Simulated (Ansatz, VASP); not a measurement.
Two plane-wave programs on LiI3F2

File INCAR:

```
PREC = Accurate
ENCUT = 520
EDIFF = 1E-6
ISMEAR = 0
SIGMA = 0.1
LREAL = F
LASPH = T
NELM = 150
ALGO = Normal
ISIF = 2
LWAVE = F
LCHARG = F
ISPIN = 2
MAGMOM = 0 0 0 0 1 1
LORBIT = 11
GGA = PE
NBANDS = 32
```

File KPOINTS:

```
Automatic mesh
0
Gamma
  3 3 4
```

POSCAR

```
LiI3F2
1.0
    6.3612354000      0.0000000000      0.0000000000
   -3.1806177000      5.5089914600      0.0000000000
    0.0000000000      0.0000000000      4.9476385800
Li I F
1 3 2
Direct
    0.0000000000      0.0000000000      0.0000000000
    0.5000000000      0.0000000000      0.5000000000
    0.5000000000      0.5000000000      0.5000000000
    0.0000000000      0.5000000000      0.5000000000
    0.3333333300      0.6666666700      0.0000000000
    0.6666666700      0.3333333300      0.0000000000
```

Input for Ansatz:

```yaml
crystal:
  lattice:
    - [6.3612354, 0.0, 0.0]
    - [-3.1806177, 5.50899146, 0.0]
    - [0.0, 0.0, 4.94763858]
  atoms:
    - { symbol: Li, position: [0.0, 0.0, 0.0] }
    - { symbol: I, position: [0.5, 0.0, 0.5] }
    - { symbol: I, position: [0.5, 0.5, 0.5] }
    - { symbol: I, position: [0.0, 0.5, 0.5] }
    - { symbol: F, position: [0.33333333, 0.66666667, 0.0], spin: 1.0 }
    - { symbol: F, position: [0.66666667, 0.33333333, 0.0], spin: 1.0 }
basis:
  ecutwfc: 420
kpoints:
  mp_grid: { grid: [3, 3, 4] }
hamiltonian:
  xc: pbe
scf:
  occupations: { method: gaussian, width: 0.1 }
  lower_state_search: "off"
output:
  forces: true
  stress: true
  eigenvalues: true
  populations: true
magnetization:
  spin_polarized: true
```

Change from the starting cell: species swapped into the GdAl3Pd2 type (P6/mmm, No. 191).

Alike in both runs: task single point; functional PBE; k mesh 3 × 3 × 4; occupations gaussian, width 0.1 eV; collinear spin.

|  | VASP | Ansatz |
| --- | --- | --- |
| version | VASP 6.6.1 | Ansatz 0.2.0 |
| potentials or method | VASP PAW PBE potentials, release 64 (Li_sv, I, F), cutoff 520 eV | scalar-relativistic, plane waves, PAW |
| valence electrons in the cell | 38 | 68 |

Ansatz gave:

```
gap on the k mesh at the Fermi level (eV)                     : none
net moment per atom (μB)                                      : 0.17
size of the moment on the site where the two differ most (μB) : 0.22
```

**Question.** Which values does VASP return?

**Answer.** gap on the k mesh at the Fermi level (eV): none; net moment per atom (μB): 0.17; size of the moment on the site where the two differ most (μB): 0.20.

Site moments also hang on the region over which each program counts them. A gap of «none» marks a metal or a gap that the smearing closes. VASP's potentials hold 38 valence electrons a cell and Ansatz's 68, so a difference there can come from the potentials and not from the codes.

The k mesh is coarse, so the values compare programs but aren't converged. Spin-orbit coupling is off throughout. Noted on VASP's run: the cutoff is short for stress, so the pressure is rough.
